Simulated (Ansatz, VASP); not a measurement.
# SbS in VASP and in Ansatz

The input POSCAR:

```
SbS
1.0
   -3.8798590000      3.8798590000      3.3723810000
    3.8798590000     -3.8798590000      3.3723810000
    3.8798590000      3.8798590000     -3.3723810000
Sb S
4 4
Direct
    0.2500000000      0.2500000000      0.0000000000
    0.7500000000      0.7500000000      0.0000000000
    0.7500000000      0.2500000000      0.5000000000
    0.2500000000      0.7500000000      0.5000000000
    0.6784000000      0.1784000000      0.8568000000
    0.1784000000      0.3216000000      0.5000000000
    0.3216000000      0.8216000000      0.1432000000
    0.8216000000      0.6784000000      0.5000000000
```

Contents of INCAR.step1:

```
SYSTEM = SbS
ALGO = Normal
EDIFF = 1E-4
ENCUT = 520
GGA = PE
ISMEAR = -1
LASPH = .True.
LCHARG = .False.
LREAL = .False.
LWAVE = .True.
NBANDS = 32
NELM = 80
PREC = Accurate
SIGMA = 0.1
```

File INCAR.step2:

```
SYSTEM = SbS
ALGO = Normal
EDIFF = 1E-6
ENCUT = 520
ISIF = 2
ISMEAR = -1
ISTART = 1
LASPH = .True.
LCHARG = .False.
LMIXTAU = .True.
LREAL = .False.
LWAVE = .False.
METAGGA = R2SCAN
NBANDS = 32
NELM = 80
PREC = Accurate
SIGMA = 0.1
```

File KPOINTS:

```
k-points
0
Gamma
  7 7 7
  0 0 0
```

Input for Ansatz:

```yaml
crystal:
  lattice:
    - [-3.879859, 3.879859, 3.372381]
    - [3.879859, -3.879859, 3.372381]
    - [3.879859, 3.879859, -3.372381]
  atoms:
    - { symbol: Sb, position: [0.25, 0.25, 0.0] }
    - { symbol: Sb, position: [0.75, 0.75, 0.0] }
    - { symbol: Sb, position: [0.75, 0.25, 0.5] }
    - { symbol: Sb, position: [0.25, 0.75, 0.5] }
    - { symbol: S, position: [0.6784, 0.1784, 0.8568] }
    - { symbol: S, position: [0.1784, 0.3216, 0.5] }
    - { symbol: S, position: [0.3216, 0.8216, 0.1432] }
    - { symbol: S, position: [0.8216, 0.6784, 0.5] }
  symmetry: { tolerance: 0.0003 }
kpoints:
  mp_grid: { grid: [7, 7, 7], shift: [0, 0, 0] }
  band_path:
    path:
      - [0.0, 0.0, 0.0]
      - [0.0, 0.0, 0.5]
      - [-0.5, 0.5, 0.5]
      - [0.0, 0.0, 0.0]
      - [0.43887801, 0.43887801, -0.43887801]
      - [-0.43887801, 0.56112199, 0.43887801]
      - [-0.5, 0.5, 0.5]
      - [0.0, 0.0, 0.5]
      - [0.25, 0.25, 0.25]
      - [0.0, 0.5, 0.0]
      - [0.0, 0.0, 0.0]
    npoints: 6
magnetization:
  spin_polarized: false
scf:
  occupations: { method: fermi_dirac }
  lower_state_search: "off"
  max_iter: 200
hamiltonian:
  pseudopotentials: { kind: paw }
  xc: r2scan
basis:
  ecutwfc: 500
  fft_grid_basis: typed
output:
  forces: true
  stress: true
  eigenvalues: true
  bader: true
  populations: true
  elf: true
  write_potential: true
  volumetric_format: npy
  dos:
    e_range: [-12, 8]
    de: 0.05
    projected: { site_lists: { S: [S], Sb: [Sb] } }
checkpoint:
  read: saved_state
```

Alike in both runs: task single point; functional r2SCAN; k mesh 7 × 7 × 7; no spin polarisation.

```csv
,VASP,Ansatz
version,VASP 6.6.1,Ansatz 0.2.0
potentials or method,"VASP PAW PBE potentials, release 64 (Sb, S), cutoff 520 eV",PAW plane waves
occupations,"fermi-dirac, width 0.1 eV",fermi-dirac
valence electrons in the cell,44,84
```

Ansatz gave:

- pressure (GPa): 1.4
- traceless stress, the component that is largest in VASP (GPa): 2.70
- rms of the force components (eV/Å): 0.252

Q: Which values does VASP return?

A: Pressure (GPa): 1.3; traceless stress, the component that is largest in VASP (GPa): 2.67; rms of the force components (eV/Å): 0.250.

VASP's potentials were made for PBE, not for r2SCAN. Atom by atom the forces differ by 0.002 eV/Å (rms over components). VASP's potentials hold 44 valence electrons a cell and Ansatz's 84, so a difference there can come from the potentials and not from the codes.

Neither program's run includes spin-orbit coupling.
